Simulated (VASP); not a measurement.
# BaTiO3 (P4mm) in VASP: further runs

The runs below take BaTiO3 through single point, with PBE.

Program: VASP 6.6.1. These are calculated values, not measurements. Logs are shortened: lines on timing, memory, paths and dates and some standing lists are left out, and cuts for length are marked.

### 1 The cell of the first run

Symmetry: P4mm, No. 99, tetragonal system. Conventional cell: a = 3.918 Å, b = 3.918 Å, c = 3.936 Å, α = 90.00°, β = 90.00°, γ = 90.00°. Within 3.6 Å of Ba (site symmetry 4mm) lie 12 O at 2.73 to 2.82 Å and 8 Ti at 3.38 to 3.42 Å. Ti (site symmetry 4mm) has 6 O at 1.85 to 2.08 Å within 2.5 Å. Within 2.5 Å of O (site symmetry 4mm) lie 2 Ti at 1.85 to 2.08 Å. Within 2.6 Å of O (site symmetry 2mm) lie 2 Ti at 1.96 Å.

### 2 Single point, PBE

INCAR

```
SYSTEM = BaTiO3
PREC = Accurate
ENCUT = 520
EDIFF = 1E-6
ISMEAR = 0
SIGMA = 0.01
LREAL = .FALSE.
LASPH = .TRUE.
NELM = 80
ALGO = Normal
ISIF = 2
LWAVE = .FALSE.
LCHARG = .FALSE.
GGA = PE
NBANDS = 28
```

KPOINTS

```
regular mesh
0
G
  6 6 6
  0 0 0
```

POSCAR

```
BaTiO3
1.0
    3.9181485176      0.0000000000      0.0000000000
    0.0000000000      3.9181485176      0.0000000000
    0.0000000000      0.0000000000      3.9359769848
Ba Ti O
1 1 3
Direct
    0.0000000000      0.0000000000      0.0000000000
    0.5000000000      0.5000000000      0.4900000000
    0.5000000000      0.5000000000      0.0190000000
    0.5000000000      0.0000000000      0.5170000000
    0.0000000000      0.5000000000      0.5170000000
```

Potentials or basis: VASP PAW PBE potentials, release 64 (Ba_sv, Ti_sv, O).

Launch:

```
> cat potpaw_PBE.64/Ba_sv/POTCAR potpaw_PBE.64/Ti_sv/POTCAR potpaw_PBE.64/O/POTCAR > POTCAR
> mpirun -np 1 vasp_std > vasp.out
```

OUTCAR:

```text
SYSTEM = BaTiO3
   PREC = Accurate
   ENCUT = 520
   EDIFF = 1E-6
   ISMEAR = 0
   LREAL = .FALSE.
   LASPH = .TRUE.
   NELM = 80
   ISIF = 2
   GGA = PE

 ion  position               nearest neighbor table
   1  0.000  0.000  0.000-   4 2.73   5 2.73   5 2.73   4 2.73   3 2.77   3 2.77   3 2.77   3 2.77
                             4 2.82   5 2.82   5 2.82   4 2.82   2 3.38   2 3.38   2 3.38   2 3.38
   2  0.500  0.500  0.490-   3 1.85   4 1.96   5 1.96   4 1.96   5 1.96   3 2.08   1 3.38   1 3.38
                             1 3.38   1 3.38   1 3.42   1 3.42   1 3.42   1 3.42
   3  0.500  0.500  0.019-   2 1.85   2 2.08   1 2.77   1 2.77   1 2.77   1 2.77
   4  0.500  0.000  0.517-   2 1.96   2 1.96   1 2.73   1 2.73   1 2.82   1 2.82
   5  0.000  0.500  0.517-   2 1.96   2 1.96   1 2.73   1 2.73   1 2.82   1 2.82

  LATTYP: Found a simple tetragonal cell.
 ALAT       =     3.9181485176
 C/A-ratio  =     1.0045502275

  Lattice vectors:

 A1 = (   3.9181485176,   0.0000000000,   0.0000000000)
 A2 = (   0.0000000000,   3.9181485176,   0.0000000000)
 A3 = (   0.0000000000,   0.0000000000,   3.9359769848)

Analysis of symmetry for initial positions (statically):
=====================================================================
 Subroutine PRICEL returns:
 Original cell was already a primitive cell.

 Routine SETGRP: Setting up the symmetry group for a
 simple tetragonal supercell.

 Subroutine GETGRP returns: Found  8 space group operations
 (whereof  8 operations were pure point group operations)
 out of a pool of 16 trial point group operations.

The static configuration has the point symmetry C_4v.

Analysis of symmetry for dynamics (positions and initial velocities):
=====================================================================
 Subroutine PRICEL returns:
 Original cell was already a primitive cell.

 Routine SETGRP: Setting up the symmetry group for a
 simple tetragonal supercell.

 Subroutine GETGRP returns: Found  8 space group operations
 (whereof  8 operations were pure point group operations)
 out of a pool of 16 trial point group operations.

The dynamic configuration has the point symmetry C_4v.

 Subroutine INISYM returns: Found  8 space group operations
 (whereof  8 operations are pure point group operations),
 and found     1 'primitive' translations

----------------------------------------------------------------------------------------

                                     Primitive cell

  volume of cell :      60.4247

  direct lattice vectors                    reciprocal lattice vectors
     3.918148518  0.000000000  0.000000000     0.255222587  0.000000000  0.000000000
     0.000000000  3.918148518  0.000000000     0.000000000  0.255222587  0.000000000
     0.000000000  0.000000000  3.935976985     0.000000000  0.000000000  0.254066526

  length of vectors
     3.918148518  3.918148518  3.935976985     0.255222587  0.255222587  0.254066526

  position of ions in fractional coordinates (direct lattice)
     0.000000000  0.000000000  0.000000000
     0.500000000  0.500000000  0.490000000
     0.500000000  0.500000000  0.019000000
     0.500000000  0.000000000  0.517000000
     0.000000000  0.500000000  0.517000000

  ion indices of the primitive-cell ions
   primitive index   ion index
                 1           1
                 2           2
                 3           3
                 4           4
                 5           5

----------------------------------------------------------------------------------------

 KPOINTS: regular mesh

Automatic generation of k-mesh.
 Grid dimensions read from file:
 generate k-points for:    6    6    6

 Generating k-lattice:

  Cartesian coordinates                     Fractional coordinates (reciprocal lattice)
     0.042537098  0.000000000  0.000000000     0.166666667  0.000000000  0.000000000
     0.000000000  0.042537098  0.000000000     0.000000000  0.166666667  0.000000000
     0.000000000  0.000000000  0.042344421     0.000000000  0.000000000  0.166666667

  Length of vectors
     0.042537098  0.042537098  0.042344421

  Shift w.r.t. Gamma in fractional coordinates (k-lattice)
     0.000000000  0.000000000  0.000000000

 Subroutine IBZKPT returns following result:
 ===========================================

 Found     40 irreducible k-points:

 Following reciprocal coordinates:
            Coordinates               Weight
  0.000000  0.000000  0.000000      1.000000
  0.166667  0.000000  0.000000      4.000000
  0.333333  0.000000  0.000000      4.000000
  0.500000  0.000000  0.000000      2.000000
  0.166667  0.166667  0.000000      4.000000
  0.333333  0.166667  0.000000      8.000000
[... 16 lines left out ...]
  0.333333  0.000000  0.333333      8.000000
  0.500000  0.000000  0.333333      4.000000
 [... further k-points ...]
   k-points           NKPTS =     40   k-points in BZ     NKDIM =     40   number of bands    NBANDS=     28
   number of dos      NEDOS =    301   number of ions     NIONS =      5
   total plane-waves  NPLWV =  27000
   dimension x,y,z NGX =    30 NGY =   30 NGZ =   30
   dimension x,y,z NGXF=    60 NGYF=   60 NGZF=   60
   ions per type =               1   1   3
   NGX,Y,Z   is equivalent  to a cutoff of  12.73, 12.73, 12.67 a.u.
   NGXF,Y,Z  is equivalent  to a cutoff of  25.46, 25.46, 25.34 a.u.
 SYSTEM =  BaTiO3
   PREC   = accura    normal or accurate (medium, high low for compatibility)
   ISTART =      0    job   : 0-new  1-cont  2-samecut
   ICHARG =      2    charge: 1-file 2-atom 10-const
   ISPIN  =      1    spin polarized calculation?
   LNONCOLLINEAR =      F non collinear calculations
   LSORBIT =      F    spin-orbit coupling
   LASPH  =      T    aspherical Exc in radial PAW
   ENCUT  =  520.0 eV  38.22 Ry    6.18 a.u.   7.29  7.29  7.32*2*pi/ulx,y,z
   NELM   =     80;   NELMIN=  2; NELMDL= -5     # of ELM steps
   EDIFF  = 0.1E-05   stopping-criterion for ELM
   LREAL  =      F    real-space projection
   EDIFFG = 0.1E-04   stopping-criterion for IOM
   NSW    =      0    number of steps for IOM
   IBRION =     -1    ionic relax: 0-MD 1-quasi-New 2-CG
   NFREE  =      0    steps in history (QN), initial steepest desc. (CG)
   ISIF   =      2    stress and relaxation
   ISYM   =      2    0-nonsym 1-usesym 2-fastsym
   POTIM  = 0.5000    time-step for ionic-motion
   TEBEG  =    0.0;   TEEND  =   0.0 temperature during run
   PSTRESS=    0.0 pullay stress
   NELECT =      40.0000    total number of electrons
   NUPDOWN=      -1.0000    fix difference up-down
   EMIN   =  10.00;   EMAX   =-10.00  energy-range for DOS
   EFERMI =   0.00;   METHOD = LEGACY
   ISMEAR =     0;   SIGMA  =   0.01  broadening in eV -4-tet -1-fermi 0-gaus
   EFERMI_NEDOS =   21; number of points for ismear=-14 and -15
   IALGO  =     38    algorithm
   IMIX   =      4    mixing-type and parameters
     AMIX     =   0.40;   BMIX     =  1.00
     AMIX_MAG =   1.60;   BMIX_MAG =  1.00
  volume/ion in A,a.u.               =      12.08        81.55
  Fermi-wavevector in a.u.,A,eV,Ry     =   1.426779  2.696221 27.697358  2.035698
  Thomas-Fermi vector in A             =   2.547019
   LORBIT       =      0    0 simple, 1 ext, 2 COOP (PROOUT), +10 PAW based schemes
   GGA     = PE    functional components
   LHFCALC =     F    Hartree Fock is set to
   AEXX    =    0.0000 exact exchange contribution
   IVDW    =     0    specifies the selected vdW correction
   LEPSILON=     F    determine dielectric tensor
   LRPA    =     F    only Hartree local field effects (RPA)
 non-spin polarized calculation
 Gauss-broadening in eV      SIGMA  =   0.01
  energy-cutoff  :      520.00
  volume of cell :       60.42
 maximum number of plane-waves:      1647
 NGX is ok and might be reduce to    30
   NGX = 15   NGY = 15   NGZ = 15

 number of electron      40.0000001 magnetization

 Free energy of the ion-electron system (eV)
  ---------------------------------------------------
  ext. energy  EPLUGINS =         0.00000000
  ---------------------------------------------------
  free energy    TOTEN  =       -39.73199818 eV

  energy without entropy =      -39.73199818  energy(sigma->0) =      -39.73199818

 E-fermi :   4.3894     XC(G=0): -11.5717

 val. band max:        4.3380664450   @ k =   0.5000   0.5000   0.5000
 cond. band min:       6.2303671351   @ k =   0.0000   0.0000   0.0000
 fundamental gap:      1.8923006902
 Fermi energy:         4.3893757473

 k-point     1 :       0.0000    0.0000    0.0000
  band No.  band energies     occupation
      1     -52.0002      2.00000
      2     -28.2847      2.00000
      3     -28.2471      2.00000
      4     -28.2471      2.00000
      5     -20.3943      2.00000
      6     -12.7173      2.00000
[... 20 lines left out ...]
     27       9.4646      0.00000
     28      12.3392      0.00000

 k-point     2 :       0.1667    0.0000    0.0000
  band No.  band energies     occupation
      1     -51.9999      2.00000
      2     -28.2840      2.00000
      3     -28.2652      2.00000
      4     -28.2463      2.00000
      5     -20.3535      2.00000
      6     -12.7669      2.00000
[... 20 lines left out ...]
     27      10.0131      0.00000
     28      13.0041      0.00000

 k-point     3 :       0.3333    0.0000    0.0000
  band No.  band energies     occupation
      1     -51.9991      2.00000
      2     -28.3013      2.00000
      3     -28.2825      2.00000
      4     -28.2449      2.00000
      5     -20.2694      2.00000
      6     -12.9636      2.00000
[... 20 lines left out ...]
     27      11.3586      0.00000
     28      12.8700      0.00000

 k-point     4 :       0.5000    0.0000    0.0000
  band No.  band energies     occupation
      1     -51.9987      2.00000
      2     -28.3192      2.00000
      3     -28.2818      2.00000
      4     -28.2442      2.00000
      5     -20.2261      2.00000
      6     -13.0813      2.00000
[... 578 lines left out ...]
     27      11.8965      0.00000
     28      13.2794      0.00000

 k-point    23 :       0.3333    0.0000    0.3333
  band No.  band energies     occupation
      1     -51.9981      2.00000
      2     -28.3333      2.00000
      3     -28.2979      2.00000
      4     -28.2429      2.00000
      5     -20.1848      2.00000
      6     -12.6446      2.00000
[... 20 lines left out ...]
     27      13.1118      0.00000
     28      13.3639      0.00000

 k-point    24 :       0.5000    0.0000    0.3333
  band No.  band energies     occupation
      1     -51.9977      2.00000
      2     -28.3321      2.00000
      3     -28.3154      2.00000
      4     -28.2422      2.00000
      5     -20.1543      2.00000
      6     -12.6051      2.00000
[... 20 lines left out ...]
     27      12.8681      0.00000
     28      14.2703      0.00000

 [... further k-points ...]

------------------------ aborting loop because EDIFF is reached ----------------------------------------

  FORCE on cell =-STRESS in cart. coord.  units (eV):
  Direction    XX          YY          ZZ          XY          YZ          ZX
  --------------------------------------------------------------------------------------
  -------------------------------------------------------------------------------------
  Total        6.2307962      6.2307962      6.6865674      0.0000000      0.0000000      0.0000000
  in kB      165.2113151    165.2113151    177.2962171      0.0000000      0.0000000      0.0000000
  external PRESSURE =     169.2396158 kB  Pullay stress =       0.0000000 kB

 VOLUME and BASIS-vectors are now :
 -----------------------------------------------------------------------------
  energy-cutoff  :      520.00
  volume of cell :       60.42
      direct lattice vectors                 reciprocal lattice vectors
     3.918148518  0.000000000  0.000000000     0.255222587  0.000000000  0.000000000
     0.000000000  3.918148518  0.000000000     0.000000000  0.255222587  0.000000000
     0.000000000  0.000000000  3.935976985     0.000000000  0.000000000  0.254066526

 POSITION                                       TOTAL-FORCE (eV/Angst)
 -----------------------------------------------------------------------------------
      0.00000      0.00000      0.00000         0.000000     -0.000000      0.141764
      1.95907      1.95907      1.92863        -0.000000      0.000000      0.189789
      1.95907      1.95907      0.07478        -0.000000      0.000000     -0.137000
      1.95907      0.00000      2.03490        -0.000000     -0.000000     -0.097277
      0.00000      1.95907      2.03490         0.000000     -0.000000     -0.097277
 -----------------------------------------------------------------------------------
    total drift:                                0.000000      0.000000      0.000305

  FREE ENERGIE OF THE ION-ELECTRON SYSTEM (eV)
  ---------------------------------------------------
  free  energy   TOTEN  =       -39.7319981764 eV

  energy  without entropy=      -39.7319981764  energy(sigma->0) =      -39.73199818
```

Wall time 43 s (1 thread of Intel Xeon 6975P-C (Granite Rapids), shared host); peak memory 0.21 GiB.

Results:

```yaml
Free_energy: -39.7320 eV
Pressure: 16.9 GPa
Largest_force: 0.190 eV/Å
Band_gap_on_the_k_mesh: 1.89 eV, indirect (least direct gap 2.13 eV)
```

Forces in eV/Å, atoms in the order of the input:
```
Ba   0.000  0.000  0.142
Ti   0.000  0.000  0.190
O    0.000  0.000 -0.137
O    0.000  0.000 -0.097
O    0.000  0.000 -0.097
```

Levels at points of the mesh, in eV from the valence-band top:
```csv
k point,band 18,band 19,band 20,band 21,band 22,band 23
"(0.00, 0.00, 0.00)",-0.25,-0.24,-0.24,1.89,2.13,2.13
"(0.50, 0.00, 0.00)",-1.80,-0.95,-0.84,2.29,3.80,3.84
"(0.50, 0.50, 0.00)",-0.93,-0.93,-0.10,3.86,3.86,4.27
"(0.00, 0.00, 0.50)",-2.02,-0.70,-0.70,2.08,3.87,3.87
"(0.50, 0.00, 0.50)",-0.86,-0.85,-0.18,3.83,3.88,4.25
"(0.50, 0.50, 0.50)",-0.09,-0.09,0.00,4.55,4.55,4.55
```

Caveat: spin-orbit coupling is left out, which moves the levels of the heavy elements. A hybrid or GW would open this gap; PBE tends to underestimate it.

### 3 Single point, PBE

This run uses another cell than the first one, of 12.34 Å³/atom, 1.021 times its volume.

INCAR

```
PREC     = Accurate       # precision mode
ENCUT    = 520            # plane-wave cutoff, eV
EDIFF    = 1E-7           # SCF threshold, eV
ISMEAR   = 0              # smearing method
SIGMA    = 0.01           # smearing width, eV
LREAL    = False          # projectors in reciprocal space
LASPH    = True           # aspherical terms in the spheres
NELM     = 80             # most SCF steps
ALGO     = Normal         # electronic algorithm
ISIF     = 2              # what is computed and relaxed
LWAVE    = False          # write WAVECAR
LCHARG   = True           # write CHGCAR
GGA      = PE             # functional
LELF     = True           # ELF
LVHAR    = True         
NBANDS   = 28             # bands
```

KPOINTS

```
Automatic mesh
0
Gamma
  6 6 6
```

Edit POSCAR of step 2 so:

```diff
@@ -2,5 +2,5 @@
 1.0
-    3.9181485176      0.0000000000      0.0000000000
-    0.0000000000      3.9181485176      0.0000000000
-    0.0000000000      0.0000000000      3.9359769848
+    3.9457420220      0.0000000000      0.0000000000
+    0.0000000000      3.9457420220      0.0000000000
+    0.0000000000      0.0000000000      3.9636960459
 Ba Ti O
```

Potentials or basis: VASP PAW PBE potentials, release 64 (Ba_sv, Ti_sv, O).

Launch:

```
> cat potpaw_PBE.64/Ba_sv/POTCAR potpaw_PBE.64/Ti_sv/POTCAR potpaw_PBE.64/O/POTCAR > POTCAR
> mpirun -np 1 vasp_std > vasp.out
```

Run time: 53 s. Hardware: 1 thread of Intel Xeon 6975P-C (Granite Rapids), shared host; peak memory 0.21 GiB.

It converged, with:

```
Free energy            : -39.8498 eV
Pressure               : 12.2 GPa
Largest force          : 0.118 eV/Å
Band gap on the k mesh : 1.85 eV, indirect (least direct gap 2.11 eV)
```

Forces in eV/Å, atoms in the order of the input:
```
Ba   0.000  0.000  0.118
Ti   0.000  0.000  0.082
O    0.000  0.000  0.009
O    0.000  0.000 -0.105
O    0.000  0.000 -0.105
```

Stress tensor (GPa, compression positive):
```
11.82  0.00  0.00
 0.00 11.82  0.00
 0.00  0.00 12.93
```

Levels at points of the mesh, in eV from the valence-band top:
```tsv
k point	band 17	band 18	band 19	band 20	band 21	band 22	band 23	band 24
(0.00, 0.00, 0.00)	-1.20	-0.27	-0.26	-0.26	1.85	2.08	2.08	4.25
(0.50, 0.00, 0.00)	-1.88	-1.78	-0.95	-0.84	2.23	3.69	3.73	4.31
(0.50, 0.50, 0.00)	-1.74	-0.95	-0.95	-0.09	3.74	3.74	4.15	5.02
(0.00, 0.00, 0.50)	-1.99	-1.99	-0.70	-0.70	2.03	3.76	3.76	4.25
(0.50, 0.00, 0.50)	-1.70	-0.88	-0.87	-0.18	3.72	3.77	4.14	5.15
(0.50, 0.50, 0.50)	-2.40	-0.09	-0.09	0.00	4.41	4.41	4.42	6.74
```

Caveat: spin-orbit coupling is left out, which moves the levels of the heavy elements. A k mesh can miss the band edges.

(Part 1 of 2 ends here.)
